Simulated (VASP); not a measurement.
# InP (F-43m) in VASP: single point with PBE

Aim: the single point of InP with PBE.

Everything below comes from runs of VASP 6.6.1. Logs are shortened: lines on timing, memory, paths and dates and some standing lists are left out, and cuts for length are marked.

### Step 1. The cell of the first run

It takes space group F-43m (No. 216, cubic). The conventional cell has a = 5.861 Å, b = 5.861 Å, c = 5.861 Å, α = 90.00°, β = 90.00°, γ = 90.00°. In (site symmetry -43m) has 4 P at 2.54 Å within 3.3 Å. P (site symmetry -43m) has 4 In at 2.54 Å within 3.3 Å.

### Step 2. Single point, PBE

The input, INCAR:

```
SYSTEM = InP
PREC = Accurate
ENCUT = 500
EDIFF = 1E-6
ISMEAR = 0
SIGMA = 0.01
LREAL = .FALSE.
LASPH = .TRUE.
NELM = 120
ALGO = Normal
ISIF = 2
LWAVE = .FALSE.
LCHARG = .TRUE.
GGA = PE
LELF = .TRUE.
LVHAR = .TRUE.
NBANDS = 16
GGA_COMPAT = .FALSE.
```

The input, KPOINTS:

```
regular mesh
0
G
  7 7 7
  0 0 0
```

The input, POSCAR:

```
InP
1.0
    0.0000000000      2.9305000000      2.9305000000
    2.9305000000      0.0000000000      2.9305000000
    2.9305000000      2.9305000000      0.0000000000
In P
1 1
Direct
    0.0000000000      0.0000000000      0.0000000000
    0.2500000000      0.2500000000      0.2500000000
```

Potentials or basis: VASP PAW PBE potentials, release 64 (In_d, P).

Launch:

```console
cat potpaw_PBE.64/In_d/POTCAR potpaw_PBE.64/P/POTCAR > POTCAR
mpirun -np 1 vasp_std > vasp.out
```

OUTCAR:

```text
SYSTEM = InP
   PREC = Accurate
   ENCUT = 500
   EDIFF = 1E-6
   ISMEAR = 0
   LREAL = .FALSE.
   LASPH = .TRUE.
   NELM = 120
   ISIF = 2
   GGA = PE

 ion  position               nearest neighbor table
   1  0.000  0.000  0.000-   2 2.54   2 2.54   2 2.54   2 2.54
   2  0.250  0.250  0.250-   1 2.54   1 2.54   1 2.54   1 2.54

  LATTYP: Found a face centered cubic cell.
 ALAT       =     5.8610000000

  Lattice vectors:

 A1 = (   0.0000000000,   2.9305000000,   2.9305000000)
 A2 = (   2.9305000000,   0.0000000000,   2.9305000000)
 A3 = (   2.9305000000,   2.9305000000,   0.0000000000)

Analysis of symmetry for initial positions (statically):
=====================================================================
 Subroutine PRICEL returns:
 Original cell was already a primitive cell.

 Routine SETGRP: Setting up the symmetry group for a
 face centered cubic supercell.

 Subroutine GETGRP returns: Found 24 space group operations
 (whereof 24 operations were pure point group operations)
 out of a pool of 48 trial point group operations.

The static configuration has the point symmetry T_d .

Analysis of symmetry for dynamics (positions and initial velocities):
=====================================================================
 Subroutine PRICEL returns:
 Original cell was already a primitive cell.

 Routine SETGRP: Setting up the symmetry group for a
 face centered cubic supercell.

 Subroutine GETGRP returns: Found 24 space group operations
 (whereof 24 operations were pure point group operations)
 out of a pool of 48 trial point group operations.

The dynamic configuration has the point symmetry T_d .

 Subroutine INISYM returns: Found 24 space group operations
 (whereof 24 operations are pure point group operations),
 and found     1 'primitive' translations

----------------------------------------------------------------------------------------

                                     Primitive cell

  volume of cell :      50.3333

  direct lattice vectors                    reciprocal lattice vectors
     0.000000000  2.930500000  2.930500000    -0.170619348  0.170619348  0.170619348
     2.930500000  0.000000000  2.930500000     0.170619348 -0.170619348  0.170619348
     2.930500000  2.930500000  0.000000000     0.170619348  0.170619348 -0.170619348

  length of vectors
     4.144352845  4.144352845  4.144352845     0.295521380  0.295521380  0.295521380

  position of ions in fractional coordinates (direct lattice)
     0.000000000  0.000000000  0.000000000
     0.250000000  0.250000000  0.250000000

  ion indices of the primitive-cell ions
   primitive index   ion index
                 1           1
                 2           2

----------------------------------------------------------------------------------------

 KPOINTS: regular mesh

Automatic generation of k-mesh.
 Grid dimensions read from file:
 generate k-points for:    7    7    7

 Generating k-lattice:

  Cartesian coordinates                     Fractional coordinates (reciprocal lattice)
    -0.024374193  0.024374193  0.024374193     0.142857143  0.000000000  0.000000000
     0.024374193 -0.024374193  0.024374193     0.000000000  0.142857143  0.000000000
     0.024374193  0.024374193 -0.024374193     0.000000000  0.000000000  0.142857143

  Length of vectors
     0.042217340  0.042217340  0.042217340

  Shift w.r.t. Gamma in fractional coordinates (k-lattice)
     0.000000000  0.000000000  0.000000000

 Subroutine IBZKPT returns following result:
 ===========================================

 Found     20 irreducible k-points:

 Following reciprocal coordinates:
            Coordinates               Weight
  0.000000  0.000000  0.000000      1.000000
  0.142857  0.000000  0.000000      8.000000
  0.285714  0.000000  0.000000      8.000000
  0.428571  0.000000  0.000000      8.000000
  0.142857  0.142857  0.000000      6.000000
  0.285714  0.142857  0.000000     24.000000
[... 12 lines left out ...]
 -0.428571  0.428571  0.142857     24.000000
 -0.285714  0.428571  0.142857     24.000000
   k-points           NKPTS =     20   k-points in BZ     NKDIM =     20   number of bands    NBANDS=     16
   number of dos      NEDOS =    301   number of ions     NIONS =      2
   total plane-waves  NPLWV =  27000
   dimension x,y,z NGX =    30 NGY =   30 NGZ =   30
   dimension x,y,z NGXF=    60 NGYF=   60 NGZF=   60
   ions per type =               1   1
   NGX,Y,Z   is equivalent  to a cutoff of  12.03, 12.03, 12.03 a.u.
   NGXF,Y,Z  is equivalent  to a cutoff of  24.07, 24.07, 24.07 a.u.
 SYSTEM =  InP
   PREC   = accura    normal or accurate (medium, high low for compatibility)
   ISTART =      0    job   : 0-new  1-cont  2-samecut
   ICHARG =      2    charge: 1-file 2-atom 10-const
   ISPIN  =      1    spin polarized calculation?
   LNONCOLLINEAR =      F non collinear calculations
   LSORBIT =      F    spin-orbit coupling
   LASPH  =      T    aspherical Exc in radial PAW
   ENCUT  =  500.0 eV  36.75 Ry    6.06 a.u.   7.56  7.56  7.56*2*pi/ulx,y,z
   NELM   =    120;   NELMIN=  2; NELMDL= -5     # of ELM steps
   EDIFF  = 0.1E-05   stopping-criterion for ELM
   LREAL  =      F    real-space projection
   EDIFFG = 0.1E-04   stopping-criterion for IOM
   NSW    =      0    number of steps for IOM
   IBRION =     -1    ionic relax: 0-MD 1-quasi-New 2-CG
   NFREE  =      0    steps in history (QN), initial steepest desc. (CG)
   ISIF   =      2    stress and relaxation
   ISYM   =      2    0-nonsym 1-usesym 2-fastsym
   POTIM  = 0.5000    time-step for ionic-motion
   TEBEG  =    0.0;   TEEND  =   0.0 temperature during run
   PSTRESS=    0.0 pullay stress
   NELECT =      18.0000    total number of electrons
   NUPDOWN=      -1.0000    fix difference up-down
   EMIN   =  10.00;   EMAX   =-10.00  energy-range for DOS
   EFERMI =   0.00;   METHOD = LEGACY
   ISMEAR =     0;   SIGMA  =   0.01  broadening in eV -4-tet -1-fermi 0-gaus
   EFERMI_NEDOS =   21; number of points for ismear=-14 and -15
   IALGO  =     38    algorithm
   IMIX   =      4    mixing-type and parameters
     AMIX     =   0.40;   BMIX     =  1.00
     AMIX_MAG =   1.60;   BMIX_MAG =  1.00
  volume/ion in A,a.u.               =      25.17       169.83
  Fermi-wavevector in a.u.,A,eV,Ry     =   1.162021  2.195901 18.371846  1.350293
  Thomas-Fermi vector in A             =   2.298587
   LORBIT       =      0    0 simple, 1 ext, 2 COOP (PROOUT), +10 PAW based schemes
   GGA     = PE    functional components
   LHFCALC =     F    Hartree Fock is set to
   AEXX    =    0.0000 exact exchange contribution
   IVDW    =     0    specifies the selected vdW correction
   LEPSILON=     F    determine dielectric tensor
   LRPA    =     F    only Hartree local field effects (RPA)
 non-spin polarized calculation
 Gauss-broadening in eV      SIGMA  =   0.01
  energy-cutoff  :      500.00
  volume of cell :       50.33
 maximum number of plane-waves:      1299
 NGX is ok and might be reduce to    30
   NGX = 15   NGY = 15   NGZ = 15

 number of electron      18.0000009 magnetization

 Free energy of the ion-electron system (eV)
  ---------------------------------------------------
  ext. energy  EPLUGINS =         0.00000000
  ---------------------------------------------------
  free energy    TOTEN  =        -8.37792486 eV

  energy without entropy =       -8.37792486  energy(sigma->0) =       -8.37792486

 E-fermi :   5.2889     XC(G=0):  -9.2823

 val. band max:        5.1907002357   @ k =   0.0000   0.0000   0.0000
 cond. band min:       5.9021360869   @ k =   0.0000   0.0000   0.0000
 fundamental gap:      0.7114358511
 Fermi energy:         5.2889131622

 k-point     1 :       0.0000    0.0000    0.0000
  band No.  band energies     occupation
      1      -8.9974      2.00000
      2      -8.9974      2.00000
      3      -8.9974      2.00000
      4      -8.8455      2.00000
      5      -8.8455      2.00000
      6      -6.3268      2.00000
[... 8 lines left out ...]
     15      14.6393      0.00000
     16      14.6393      0.00000

 k-point     2 :       0.1429    0.0000    0.0000
  band No.  band energies     occupation
      1      -9.0217      2.00000
      2      -8.9879      2.00000
      3      -8.9879      2.00000
      4      -8.8453      2.00000
      5      -8.8453      2.00000
      6      -6.0948      2.00000
[... 8 lines left out ...]
     15      13.9084      0.00000
     16      14.6483      0.00000

 k-point     3 :       0.2857    0.0000    0.0000
  band No.  band energies     occupation
      1      -9.0728      2.00000
      2      -8.9699      2.00000
      3      -8.9699      2.00000
      4      -8.8412      2.00000
      5      -8.8412      2.00000
      6      -5.4646      2.00000
[... 8 lines left out ...]
     15      13.9351      0.00000
     16      14.1842      0.00000

 k-point     4 :       0.4286    0.0000    0.0000
  band No.  band energies     occupation
      1      -9.1111      2.00000
      2      -8.9597      2.00000
      3      -8.9597      2.00000
      4      -8.8334      2.00000
      5      -8.8334      2.00000
      6      -4.7420      2.00000
[... 8 lines left out ...]
     15      15.3175      0.00000
     16      15.3175      0.00000
[... 248 lines left out ...]
 k-point    18 :      -0.4286    0.2857    0.1429
  band No.  band energies     occupation
      1      -9.1320      2.00000
      2      -8.9464      2.00000
      3      -8.9238      2.00000
      4      -8.8570      2.00000
      5      -8.8310      2.00000
      6      -4.3214      2.00000
[... 8 lines left out ...]
     15      15.7407      0.00000
     16      16.9022      0.00000

 k-point    19 :      -0.4286    0.4286    0.1429
  band No.  band energies     occupation
      1      -9.1576      2.00000
      2      -8.9233      2.00000
      3      -8.9042      2.00000
      4      -8.8764      2.00000
      5      -8.8211      2.00000
      6      -4.0726      2.00000
[... 8 lines left out ...]
     15      16.4936      0.00000
     16      17.0787      0.00000

 k-point    20 :      -0.2857    0.4286    0.1429
  band No.  band energies     occupation
      1      -9.1475      2.00000
      2      -8.9369      2.00000
      3      -8.9051      2.00000
      4      -8.8654      2.00000
      5      -8.8303      2.00000
      6      -3.9429      2.00000
[... 8 lines left out ...]
     15      15.7560      0.00000
     16      17.7015      0.00000

------------------------ aborting loop because EDIFF is reached ----------------------------------------

  FORCE on cell =-STRESS in cart. coord.  units (eV):
  Direction    XX          YY          ZZ          XY          YZ          ZX
  --------------------------------------------------------------------------------------
  -------------------------------------------------------------------------------------
  Total        1.0280970      1.0280970      1.0280970      0.0000000      0.0000000      0.0000000
  in kB       32.7257420     32.7257420     32.7257420      0.0000000      0.0000000      0.0000000
  external PRESSURE =      32.7257420 kB  Pullay stress =       0.0000000 kB

 VOLUME and BASIS-vectors are now :
 -----------------------------------------------------------------------------
  energy-cutoff  :      500.00
  volume of cell :       50.33
      direct lattice vectors                 reciprocal lattice vectors
     0.000000000  2.930500000  2.930500000    -0.170619348  0.170619348  0.170619348
     2.930500000  0.000000000  2.930500000     0.170619348 -0.170619348  0.170619348
     2.930500000  2.930500000  0.000000000     0.170619348  0.170619348 -0.170619348

 POSITION                                       TOTAL-FORCE (eV/Angst)
 -----------------------------------------------------------------------------------
      0.00000      0.00000      0.00000        -0.000000     -0.000000     -0.000000
      1.46525      1.46525      1.46525         0.000000      0.000000      0.000000
 -----------------------------------------------------------------------------------
    total drift:                                0.000000      0.000000      0.000000

  FREE ENERGIE OF THE ION-ELECTRON SYSTEM (eV)
  ---------------------------------------------------
  free  energy   TOTEN  =        -8.3779248552 eV

  energy  without entropy=       -8.3779248552  energy(sigma->0) =       -8.37792486
```

Run time: 11 s. Hardware: 1 thread of Intel Xeon Platinum 8488C (Sapphire Rapids), shared host; peak memory 0.16 GiB.

Results:

| Property | Result |
| --- | --- |
| Free energy | -8.3779 eV |
| Pressure | 3.3 GPa |
| Band gap on the k mesh | 0.71 eV, direct |

Caveat: spin-orbit coupling is left out, which moves the levels of the heavy elements.
